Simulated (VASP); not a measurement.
# AlH2 (P6/mmm) in VASP: single point with PBE

Aim: the single point of AlH2 with PBE.

All numbers are computed with VASP 6.6.1; they aren't measurements. Logs are shortened: lines on timing, memory, paths and dates and some standing lists are left out, and cuts for length are marked.

### 1 The cell of the first run

Symmetry: P6/mmm, No. 191, hexagonal system. Conventional cell: a = 3.326 Å, b = 3.326 Å, c = 2.715 Å, α = 90.00°, β = 90.00°, γ = 120.00°. Al (site symmetry 6/mmm) has 6 H at 1.92 Å within 2.5 Å. Within 2.5 Å of H (site symmetry -6m2) lie 3 H at 1.92 Å and 3 Al at 1.92 Å.

### 2 Single point, PBE

The input, POSCAR:

```
AlH2
1.0
    3.3261647846      0.0000000000      0.0000000000
   -1.6630823923      2.8805432007      0.0000000000
    0.0000000000      0.0000000000      2.7149239131
Al H
1 2
Direct
    0.0000000000      0.0000000000      0.0000000000
    0.3333333333      0.6666666667      0.0000000000
    0.6666666667      0.3333333333      0.0000000000
```

The input, INCAR.step1:

```
SYSTEM = AlH2
PREC = Accurate
ENCUT = 520
EDIFF = 1E-6
ISMEAR = 0
SIGMA = 0.1
LREAL = .False.
LASPH = .True.
NELM = 80
ALGO = Fast
ISIF = 2
LWAVE = .False.
LCHARG = .True.
GGA = PE
NBANDS = 10
```

The input, KPOINTS.step1:

```
regular mesh
0
Gamma
  18 18 16
  0 0 0
```

The input, INCAR.step2:

```
SYSTEM = AlH2
PREC = Accurate
ENCUT = 520
EDIFF = 1E-6
ISMEAR = -5
SIGMA = 0.1
LREAL = .False.
LASPH = .True.
NELM = 80
ALGO = Fast
ISIF = 2
LWAVE = .False.
LCHARG = .False.
GGA = PE
LORBIT = 11
NEDOS = 1001
ICHARG = 11
```

The input, KPOINTS.step2:

```
regular mesh
0
Gamma
  27 27 24
  0 0 0
```

Potentials or basis: VASP PAW PBE potentials, release 64 (Al, H).

On the command line:

```console
> cat potpaw_PBE.64/Al/POTCAR potpaw_PBE.64/H/POTCAR > POTCAR
> cp INCAR.step1 INCAR
> cp KPOINTS.step1 KPOINTS
> mpirun -np 1 vasp_std > vasp.out
> cp INCAR.step2 INCAR
> cp KPOINTS.step2 KPOINTS
> mpirun -np 1 vasp_std > vasp.out
```

OUTCAR:

```text
SYSTEM = AlH2
   PREC = Accurate
   ENCUT = 520
   EDIFF = 1E-6
   ISMEAR = -5
   LREAL = .False.
   LASPH = .True.
   NELM = 80
   ISIF = 2
   GGA = PE
   LORBIT = 11
   ICHARG = 11

 ion  position               nearest neighbor table
   1  0.000  0.000  0.000-   2 1.92   3 1.92   3 1.92   2 1.92   3 1.92   2 1.92
   2  0.333  0.667  0.000-   1 1.92   1 1.92   1 1.92
   3  0.667  0.333  0.000-   1 1.92   1 1.92   1 1.92

  LATTYP: Found a hexagonal cell.
 ALAT       =     3.3261647846
 C/A-ratio  =     0.8162325347

  Lattice vectors:

 A1 = (   3.3261647846,   0.0000000000,   0.0000000000)
 A2 = (  -1.6630823923,   2.8805432007,   0.0000000000)
 A3 = (   0.0000000000,   0.0000000000,   2.7149239131)

Analysis of symmetry for initial positions (statically):
=====================================================================
 Subroutine PRICEL returns:
 Original cell was already a primitive cell.

 Routine SETGRP: Setting up the symmetry group for a
 hexagonal supercell.

 Subroutine GETGRP returns: Found 24 space group operations
 (whereof 24 operations were pure point group operations)
 out of a pool of 24 trial point group operations.

The static configuration has the point symmetry D_6h.

Analysis of symmetry for dynamics (positions and initial velocities):
=====================================================================
 Subroutine PRICEL returns:
 Original cell was already a primitive cell.

 Routine SETGRP: Setting up the symmetry group for a
 hexagonal supercell.

 Subroutine GETGRP returns: Found 24 space group operations
 (whereof 24 operations were pure point group operations)
 out of a pool of 24 trial point group operations.

The dynamic configuration has the point symmetry D_6h.

 Subroutine INISYM returns: Found 24 space group operations
 (whereof 24 operations are pure point group operations),
 and found     1 'primitive' translations

----------------------------------------------------------------------------------------

                                     Primitive cell

  volume of cell :      26.0121

  direct lattice vectors                    reciprocal lattice vectors
     3.326164785  0.000000000  0.000000000     0.300646560  0.173578372  0.000000000
    -1.663082392  2.880543201  0.000000000     0.000000000  0.347156745  0.000000000
     0.000000000  0.000000000  2.714923913     0.000000000  0.000000000  0.368334448

  length of vectors
     3.326164785  3.326164785  2.714923913     0.347156745  0.347156745  0.368334448

  position of ions in fractional coordinates (direct lattice)
     0.000000000  0.000000000  0.000000000
     0.333333333  0.666666667  0.000000000
     0.666666667  0.333333333  0.000000000

  ion indices of the primitive-cell ions
   primitive index   ion index
                 1           1
                 2           2
                 3           3

----------------------------------------------------------------------------------------

 KPOINTS: regular mesh

Automatic generation of k-mesh.
 Grid dimensions read from file:
 generate k-points for:   27   27   24

 Generating k-lattice:

  Cartesian coordinates                     Fractional coordinates (reciprocal lattice)
     0.011135058  0.006428829  0.000000000     0.037037037  0.000000000  0.000000000
     0.000000000  0.012857657  0.000000000     0.000000000  0.037037037  0.000000000
     0.000000000  0.000000000  0.015347269     0.000000000  0.000000000  0.041666667

  Length of vectors
     0.012857657  0.012857657  0.015347269

  Shift w.r.t. Gamma in fractional coordinates (k-lattice)
     0.000000000  0.000000000  0.000000000

 TETIRR: Found  17736 inequivalent tetrahedra from   104976

 Subroutine IBZKPT returns following result:
 ===========================================

 Found    975 irreducible k-points:

 Following reciprocal coordinates:
            Coordinates               Weight
  0.000000  0.000000  0.000000      1.000000
  0.037037 -0.000000  0.000000      6.000000
  0.074074 -0.000000  0.000000      6.000000
  0.111111 -0.000000  0.000000      6.000000
  0.148148  0.000000  0.000000      6.000000
  0.185185 -0.000000  0.000000      6.000000
[... 16 lines left out ...]
  0.333333  0.037037  0.000000     12.000000
  0.370370  0.037037  0.000000     12.000000
 [... further k-points ...]
   k-points           NKPTS =    975   k-points in BZ     NKDIM =    975   number of bands    NBANDS=      6
   number of dos      NEDOS =   1001   number of ions     NIONS =      3
   total plane-waves  NPLWV =  15680
   dimension x,y,z NGX =    28 NGY =   28 NGZ =   20
   dimension x,y,z NGXF=    56 NGYF=   56 NGZF=   40
   ions per type =               1   2
   NGX,Y,Z   is equivalent  to a cutoff of  13.99, 13.99, 12.25 a.u.
   NGXF,Y,Z  is equivalent  to a cutoff of  27.99, 27.99, 24.49 a.u.
 SYSTEM =  AlH2
   PREC   = accura    normal or accurate (medium, high low for compatibility)
   ISTART =      0    job   : 0-new  1-cont  2-samecut
   ICHARG =     11    charge: 1-file 2-atom 10-const
   ISPIN  =      1    spin polarized calculation?
   LNONCOLLINEAR =      F non collinear calculations
   LSORBIT =      F    spin-orbit coupling
   LASPH  =      T    aspherical Exc in radial PAW
   ENCUT  =  520.0 eV  38.22 Ry    6.18 a.u.   6.18  6.18  5.05*2*pi/ulx,y,z
   NELM   =     80;   NELMIN=  2; NELMDL=  0     # of ELM steps
   EDIFF  = 0.1E-05   stopping-criterion for ELM
   LREAL  =      F    real-space projection
   EDIFFG = 0.1E-04   stopping-criterion for IOM
   NSW    =      0    number of steps for IOM
   IBRION =     -1    ionic relax: 0-MD 1-quasi-New 2-CG
   NFREE  =      0    steps in history (QN), initial steepest desc. (CG)
   ISIF   =      2    stress and relaxation
   ISYM   =      2    0-nonsym 1-usesym 2-fastsym
   POTIM  = 0.5000    time-step for ionic-motion
   TEBEG  =    0.0;   TEEND  =   0.0 temperature during run
   PSTRESS=    0.0 pullay stress
   NELECT =       5.0000    total number of electrons
   NUPDOWN=      -1.0000    fix difference up-down
   EMIN   =  10.00;   EMAX   =-10.00  energy-range for DOS
   EFERMI =   0.00;   METHOD = LEGACY
   ISMEAR =    -5;   SIGMA  =   0.10  broadening in eV -4-tet -1-fermi 0-gaus
   EFERMI_NEDOS =   21; number of points for ismear=-14 and -15
   IALGO  =     68    algorithm
   IMIX   =      4    mixing-type and parameters
     AMIX     =   0.40;   BMIX     =  1.00
     AMIX_MAG =   1.60;   BMIX_MAG =  1.00
  volume/ion in A,a.u.               =       8.67        58.51
  Fermi-wavevector in a.u.,A,eV,Ry     =   0.944799  1.785412 12.145182  0.892646
  Thomas-Fermi vector in A             =   2.072639
   LORBIT       =     11    0 simple, 1 ext, 2 COOP (PROOUT), +10 PAW based schemes
   GGA     = PE    functional components
   LHFCALC =     F    Hartree Fock is set to
   AEXX    =    0.0000 exact exchange contribution
   IVDW    =     0    specifies the selected vdW correction
   LEPSILON=     F    determine dielectric tensor
   LRPA    =     F    only Hartree local field effects (RPA)
 non-spin polarized calculation
 RMM-DIIS sequential band-by-band and
 Fermi weights with tetrahedron method with Bloechl corrections
  energy-cutoff  :      520.00
  volume of cell :       26.01
 maximum number of plane-waves:       724
 NGX is ok and might be reduce to    28

 number of electron       4.9999999 magnetization

 Free energy of the ion-electron system (eV)
  ---------------------------------------------------
  ext. energy  EPLUGINS =         0.00000000
  ---------------------------------------------------
  free energy    TOTEN  =        -9.01511577 eV

  energy without entropy =       -9.01511577  energy(sigma->0) =       -9.01511577

 E-fermi :   4.4269     XC(G=0):  -9.6410

 val. band max:        4.4659744473   @ k =   0.1111   0.1111   0.2083
 cond. band min:       4.3539506463   @ k =   0.1481   0.1111   0.2917
 fundamental gap:     -0.1120238010
 Fermi energy:         4.4269216496

 k-point     1 :       0.0000    0.0000    0.0000
  band No.  band energies     occupation
      1      -6.8003      2.00000
      2       6.3133      0.00000
      3       8.1164      0.00000
      4      10.8608      0.00000
      5      10.8608      0.00000
      6      12.2819      0.00000

 k-point     2 :       0.0370   -0.0000    0.0000
  band No.  band energies     occupation
      1      -6.7766      2.00000
      2       6.1981      0.00000
      3       7.9833      0.00000
      4      10.6624      0.00000
      5      10.7910      0.00000
      6      12.5250      0.00000

 k-point     3 :       0.0741   -0.0000    0.0000
  band No.  band energies     occupation
      1      -6.7055      2.00000
      2       5.8650      0.00000
      3       7.6267      0.00000
      4      10.2627      0.00000
      5      10.8148      0.00000
      6      13.0575      0.00000

 k-point     4 :       0.1111   -0.0000    0.0000
  band No.  band energies     occupation
      1      -6.5871      2.00000
      2       5.3439      0.00000
      3       7.1711      0.00000
      4       9.8315      0.00000
      5      11.0412      0.00000
      6      13.7102      0.00000
[... 154 lines left out ...]
 k-point    22 :       0.2963    0.0370    0.0000
  band No.  band energies     occupation
      1      -5.0926      2.00000
      2       1.1112      2.00000
      3       5.0913      0.00000
      4       8.2708      0.00000
      5      13.7531      0.00000
      6      15.6573      0.00000

 k-point    23 :       0.3333    0.0370    0.0000
  band No.  band energies     occupation
      1      -4.6820      2.00000
      2       0.3479      2.00000
      3       4.8942     -0.11734
      4       8.0802      0.00000
      5      14.3903      0.00000
      6      16.0245      0.00000

 k-point    24 :       0.3704    0.0370    0.0000
  band No.  band energies     occupation
      1      -4.2345      2.00000
      2      -0.3782      2.00000
      3       4.7408     -0.00298
      4       7.9313      0.00000
      5      15.0475      0.00000
      6      16.4229      0.00000

 [... further k-points ...]

------------------------ aborting loop because EDIFF is reached ----------------------------------------

  FORCE on cell =-STRESS in cart. coord.  units (eV):
  Direction    XX          YY          ZZ          XY          YZ          ZX
  --------------------------------------------------------------------------------------
  -------------------------------------------------------------------------------------
  Total       -0.0661125     -0.0661125     -0.0236736      0.0000000      0.0000000      0.0000000
  in kB       -4.0720990     -4.0720990     -1.4581377      0.0000000      0.0000000      0.0000000
  external PRESSURE =      -3.2007786 kB  Pullay stress =       0.0000000 kB

 VOLUME and BASIS-vectors are now :
 -----------------------------------------------------------------------------
  energy-cutoff  :      520.00
  volume of cell :       26.01
      direct lattice vectors                 reciprocal lattice vectors
     3.326164785  0.000000000  0.000000000     0.300646560  0.173578372  0.000000000
    -1.663082392  2.880543201  0.000000000     0.000000000  0.347156745  0.000000000
     0.000000000  0.000000000  2.714923913     0.000000000  0.000000000  0.368334448

 POSITION                                       TOTAL-FORCE (eV/Angst)
 -----------------------------------------------------------------------------------
      0.00000      0.00000      0.00000        -0.000000      0.000000      0.000000
     -0.00000      1.92036      0.00000         0.000000      0.000000      0.000000
      1.66308      0.96018      0.00000         0.000000     -0.000000     -0.000000
 -----------------------------------------------------------------------------------
    total drift:                                0.000000     -0.000000     -0.000000

  FREE ENERGIE OF THE ION-ELECTRON SYSTEM (eV)
  ---------------------------------------------------
  free  energy   TOTEN  =        -9.0151157741 eV

  energy  without entropy=       -9.0151157741  energy(sigma->0) =       -9.01511577

 total charge

# of ion       s       p       d       tot
------------------------------------------
    1        0.408   0.337   0.000   0.745
    2        0.509   0.014   0.000   0.524
    3        0.509   0.014   0.000   0.524
--------------------------------------------------
tot          1.426   0.366   0.000   1.793
```

Wall time 1.9 min (1 thread of Oxide Virtual Turin-like, shared host); peak memory 0.27 GiB.

What came out:

* Valence electrons inside the program's atomic spheres: Al 0.74; H 0.52
